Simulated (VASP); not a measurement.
# PbS (Fm-3m) in VASP: settings compared

The runs below take PbS through single point, with LDA, PBE, PBEsol.

All numbers are computed with VASP 6.6.1; they aren't measurements. Logs are shortened: lines on timing, memory, paths and dates and some standing lists are left out, and cuts for length are marked.

**1. The cell of the first run**

Symmetry: Fm-3m, No. 225, cubic system. Conventional cell: a = 5.829 Å, b = 5.829 Å, c = 5.829 Å, α = 90.00°, β = 90.00°, γ = 90.00°. Pb (site symmetry m-3m) has 6 S at 2.91 Å within 3.8 Å. Within 3.8 Å of S (site symmetry m-3m) lie 6 Pb at 2.91 Å.

**2. Single point, LDA**

Contents of INCAR:

```
PREC = Accurate
ENCUT = 520
EDIFF = 1E-7
ISMEAR = -1
SIGMA = 0.06
LREAL = F
LASPH = T
NELM = 60
ALGO = Normal
ISIF = 2
LWAVE = F
LCHARG = T
LELF = T
LVHAR = T
NBANDS = 17
```

Contents of KPOINTS:

```
Automatic mesh
0
Gamma
  8 8 8
```

Contents of POSCAR:

```
PbS
1.0
    0.0000000000      2.9147360000      2.9147360000
    2.9147360000      0.0000000000      2.9147360000
    2.9147360000      2.9147360000      0.0000000000
Pb S
1 1
Direct
    0.0000000000      0.0000000000      0.0000000000
    0.5000000000      0.5000000000      0.5000000000
```

Potentials or basis: VASP PAW LDA potentials, release 64 (Pb_d, S).

Started as:

```
$ cat potpaw_LDA.64/Pb_d/POTCAR potpaw_LDA.64/S/POTCAR > POTCAR
$ mpirun -np 1 vasp_std > vasp.out
```

OUTCAR:

```text
PREC = Accurate
   ENCUT = 520
   EDIFF = 1E-7
   ISMEAR = -1
   LREAL = F
   LASPH = T
   NELM = 60
   ISIF = 2

 ion  position               nearest neighbor table
   1  0.000  0.000  0.000-   2 2.91   2 2.91   2 2.91   2 2.91   2 2.91   2 2.91
   2  0.500  0.500  0.500-   1 2.91   1 2.91   1 2.91   1 2.91   1 2.91   1 2.91

  LATTYP: Found a face centered cubic cell.
 ALAT       =     5.8294720000

  Lattice vectors:

 A1 = (   0.0000000000,   2.9147360000,   2.9147360000)
 A2 = (   2.9147360000,   0.0000000000,   2.9147360000)
 A3 = (   2.9147360000,   2.9147360000,   0.0000000000)

Analysis of symmetry for initial positions (statically):
=====================================================================
 Subroutine PRICEL returns:
 Original cell was already a primitive cell.

 Routine SETGRP: Setting up the symmetry group for a
 face centered cubic supercell.

 Subroutine GETGRP returns: Found 48 space group operations
 (whereof 48 operations were pure point group operations)
 out of a pool of 48 trial point group operations.

The static configuration has the point symmetry O_h .

Analysis of symmetry for dynamics (positions and initial velocities):
=====================================================================
 Subroutine PRICEL returns:
 Original cell was already a primitive cell.

 Routine SETGRP: Setting up the symmetry group for a
 face centered cubic supercell.

 Subroutine GETGRP returns: Found 48 space group operations
 (whereof 48 operations were pure point group operations)
 out of a pool of 48 trial point group operations.

The dynamic configuration has the point symmetry O_h .

 Subroutine INISYM returns: Found 48 space group operations
 (whereof 48 operations are pure point group operations),
 and found     1 'primitive' translations

----------------------------------------------------------------------------------------

                                     Primitive cell

  volume of cell :      49.5254

  direct lattice vectors                    reciprocal lattice vectors
     0.000000000  2.914736000  2.914736000    -0.171542123  0.171542123  0.171542123
     2.914736000  0.000000000  2.914736000     0.171542123 -0.171542123  0.171542123
     2.914736000  2.914736000  0.000000000     0.171542123  0.171542123 -0.171542123

  length of vectors
     4.122059182  4.122059182  4.122059182     0.297119672  0.297119672  0.297119672

  position of ions in fractional coordinates (direct lattice)
     0.000000000  0.000000000  0.000000000
     0.500000000  0.500000000  0.500000000

  ion indices of the primitive-cell ions
   primitive index   ion index
                 1           1
                 2           2

----------------------------------------------------------------------------------------

 KPOINTS: Automatic mesh

Automatic generation of k-mesh.
 Grid dimensions read from file:
 generate k-points for:    8    8    8

 Generating k-lattice:

  Cartesian coordinates                     Fractional coordinates (reciprocal lattice)
    -0.021442765  0.021442765  0.021442765     0.125000000  0.000000000  0.000000000
     0.021442765 -0.021442765  0.021442765     0.000000000  0.125000000  0.000000000
     0.021442765  0.021442765 -0.021442765     0.000000000  0.000000000  0.125000000

  Length of vectors
     0.037139959  0.037139959  0.037139959

  Shift w.r.t. Gamma in fractional coordinates (k-lattice)
     0.000000000  0.000000000  0.000000000

 Subroutine IBZKPT returns following result:
 ===========================================

 Found     29 irreducible k-points:

 Following reciprocal coordinates:
            Coordinates               Weight
  0.000000  0.000000  0.000000      1.000000
  0.125000  0.000000  0.000000      8.000000
  0.250000  0.000000  0.000000      8.000000
  0.375000  0.000000  0.000000      8.000000
  0.500000  0.000000  0.000000      4.000000
  0.125000  0.125000  0.000000      6.000000
[... 16 lines left out ...]
  0.500000  0.250000  0.125000     48.000000
 -0.375000  0.250000  0.125000     24.000000
 [... further k-points ...]
   k-points           NKPTS =     29   k-points in BZ     NKDIM =     29   number of bands    NBANDS=     17
   number of dos      NEDOS =    301   number of ions     NIONS =      2
   total plane-waves  NPLWV =  32768
   dimension x,y,z NGX =    32 NGY =   32 NGZ =   32
   dimension x,y,z NGXF=    64 NGYF=   64 NGZF=   64
   ions per type =               1   1
   NGX,Y,Z   is equivalent  to a cutoff of  12.91, 12.91, 12.91 a.u.
   NGXF,Y,Z  is equivalent  to a cutoff of  25.81, 25.81, 25.81 a.u.
 SYSTEM =  unknown system
   PREC   = accura    normal or accurate (medium, high low for compatibility)
   ISTART =      0    job   : 0-new  1-cont  2-samecut
   ICHARG =      2    charge: 1-file 2-atom 10-const
   ISPIN  =      1    spin polarized calculation?
   LNONCOLLINEAR =      F non collinear calculations
   LSORBIT =      F    spin-orbit coupling
   LASPH  =      T    aspherical Exc in radial PAW
   ENCUT  =  520.0 eV  38.22 Ry    6.18 a.u.   7.66  7.66  7.66*2*pi/ulx,y,z
   NELM   =     60;   NELMIN=  2; NELMDL= -5     # of ELM steps
   EDIFF  = 0.1E-06   stopping-criterion for ELM
   LREAL  =      F    real-space projection
   EDIFFG = 0.1E-05   stopping-criterion for IOM
   NSW    =      0    number of steps for IOM
   IBRION =     -1    ionic relax: 0-MD 1-quasi-New 2-CG
   NFREE  =      0    steps in history (QN), initial steepest desc. (CG)
   ISIF   =      2    stress and relaxation
   ISYM   =      2    0-nonsym 1-usesym 2-fastsym
   POTIM  = 0.5000    time-step for ionic-motion
   TEBEG  =    0.0;   TEEND  =   0.0 temperature during run
   PSTRESS=    0.0 pullay stress
   NELECT =      20.0000    total number of electrons
   NUPDOWN=      -1.0000    fix difference up-down
   EMIN   =  10.00;   EMAX   =-10.00  energy-range for DOS
   EFERMI =   0.00;   METHOD = LEGACY
   ISMEAR =    -1;   SIGMA  =   0.06  broadening in eV -4-tet -1-fermi 0-gaus
   EFERMI_NEDOS =   21; number of points for ismear=-14 and -15
   IALGO  =     38    algorithm
   IMIX   =      4    mixing-type and parameters
     AMIX     =   0.40;   BMIX     =  1.00
     AMIX_MAG =   1.60;   BMIX_MAG =  1.00
  volume/ion in A,a.u.               =      24.76       167.11
  Fermi-wavevector in a.u.,A,eV,Ry     =   1.210066  2.286693 19.922452  1.464259
  Thomas-Fermi vector in A             =   2.345624
   LORBIT       =      0    0 simple, 1 ext, 2 COOP (PROOUT), +10 PAW based schemes
   GGA     = CA    functional components
   LHFCALC =     F    Hartree Fock is set to
   AEXX    =    0.0000 exact exchange contribution
   IVDW    =     0    specifies the selected vdW correction
   LEPSILON=     F    determine dielectric tensor
   LRPA    =     F    only Hartree local field effects (RPA)
 non-spin polarized calculation
  energy-cutoff  :      520.00
  volume of cell :       49.53
 maximum number of plane-waves:      1363
   NGX = 15   NGY = 15   NGZ = 15

 number of electron      19.9999999 magnetization

 Free energy of the ion-electron system (eV)
  ---------------------------------------------------
  ext. energy  EPLUGINS =         0.00000000
  ---------------------------------------------------
  free energy    TOTEN  =        -9.99920777 eV

  energy without entropy =       -9.99790619  energy(sigma->0) =       -9.99855698

 E-fermi :   6.3735     XC(G=0): -10.2697

 val. band max:        6.3701549808   @ k =   0.5000   0.0000   0.0000
 cond. band min:       6.3769137855   @ k =   0.5000   0.0000   0.0000
 fundamental gap:      0.0067588047
 Fermi energy:         6.3735454944

 k-point     1 :       0.0000    0.0000    0.0000
  band No.  band energies     occupation
      1     -10.5722      2.00000
      2     -10.5722      2.00000
      3     -10.5722      2.00000
      4     -10.5651      2.00000
      5     -10.5651      2.00000
      6      -7.7565      2.00000
[... 9 lines left out ...]
     16      12.8171      0.00000
     17      14.5822      0.00000

 k-point     2 :       0.1250    0.0000    0.0000
  band No.  band energies     occupation
      1     -10.5729      2.00000
      2     -10.5729      2.00000
      3     -10.5715      2.00000
      4     -10.5618      2.00000
      5     -10.5618      2.00000
      6      -7.6089      2.00000
[... 9 lines left out ...]
     16      13.2133      0.00000
     17      15.9177      0.00000

 k-point     3 :       0.2500    0.0000    0.0000
  band No.  band energies     occupation
      1     -10.5862      2.00000
      2     -10.5862      2.00000
      3     -10.5706      2.00000
      4     -10.5421      2.00000
      5     -10.5421      2.00000
      6      -7.1946      2.00000
[... 9 lines left out ...]
     16      14.0872      0.00000
     17      18.1819      0.00000

 k-point     4 :       0.3750    0.0000    0.0000
  band No.  band energies     occupation
      1     -10.5999      2.00000
      2     -10.5999      2.00000
      3     -10.5704      2.00000
      4     -10.5218      2.00000
      5     -10.5218      2.00000
      6      -6.6418      2.00000
[... 9 lines left out ...]
     16      15.3425      0.00000
     17      18.1771      0.00000
[... 343 lines left out ...]
      1     -10.6293      2.00000
      2     -10.5775      2.00000
      3     -10.5702      2.00000
      4     -10.5357      2.00000
      5     -10.5281      2.00000
      6      -6.8234      2.00000
[... 9 lines left out ...]
     16      16.1247      0.00000
     17      16.5077      0.00000

 k-point    23 :       0.5000    0.2500    0.1250
  band No.  band energies     occupation
      1     -10.6493      2.00000
      2     -10.5799      2.00000
      3     -10.5662      2.00000
      4     -10.5310      2.00000
      5     -10.5169      2.00000
      6      -6.3188      2.00000
[... 9 lines left out ...]
     16      16.5343      0.00000
     17      17.5987      0.00000

 k-point    24 :      -0.3750    0.2500    0.1250
  band No.  band energies     occupation
      1     -10.6566      2.00000
      2     -10.5847      2.00000
      3     -10.5554      2.00000
      4     -10.5369      2.00000
      5     -10.5103      2.00000
      6      -6.0538      2.00000
[... 9 lines left out ...]
     16      17.1609      0.00000
     17      17.4277      0.00000

 [... further k-points ...]

------------------------ aborting loop because EDIFF is reached ----------------------------------------

  FORCE on cell =-STRESS in cart. coord.  units (eV):
  Direction    XX          YY          ZZ          XY          YZ          ZX
  --------------------------------------------------------------------------------------
  -------------------------------------------------------------------------------------
  Total        0.1625775      0.1625775      0.1625775     -0.0000000      0.0000000     -0.0000000
  in kB        5.2594860      5.2594860      5.2594860     -0.0000000      0.0000000     -0.0000000
  external PRESSURE =       5.2594860 kB  Pullay stress =       0.0000000 kB

 VOLUME and BASIS-vectors are now :
 -----------------------------------------------------------------------------
  energy-cutoff  :      520.00
  volume of cell :       49.53
      direct lattice vectors                 reciprocal lattice vectors
     0.000000000  2.914736000  2.914736000    -0.171542123  0.171542123  0.171542123
     2.914736000  0.000000000  2.914736000     0.171542123 -0.171542123  0.171542123
     2.914736000  2.914736000  0.000000000     0.171542123  0.171542123 -0.171542123

 POSITION                                       TOTAL-FORCE (eV/Angst)
 -----------------------------------------------------------------------------------
      0.00000      0.00000      0.00000        -0.000000      0.000000      0.000000
      2.91474      2.91474      2.91474         0.000000     -0.000000     -0.000000
 -----------------------------------------------------------------------------------
    total drift:                                0.000000     -0.000000     -0.000000

  FREE ENERGIE OF THE ION-ELECTRON SYSTEM (eV)
  ---------------------------------------------------
  free  energy   TOTEN  =        -9.9992077669 eV

  energy  without entropy=       -9.9979061946  energy(sigma->0) =       -9.99855698
```

Wall time 22 s (1 thread of Intel Xeon 6975P-C, shared host); peak memory 0.16 GiB.

Results:

```yaml
Free_energy: -9.9992 eV
Pressure: 0.5 GPa
Band_gap_on_the_k_mesh: 0.01 eV, direct
```

Caveat: spin-orbit coupling is left out, which moves the levels of the heavy elements.

(Part 1 of 4 ends here.)
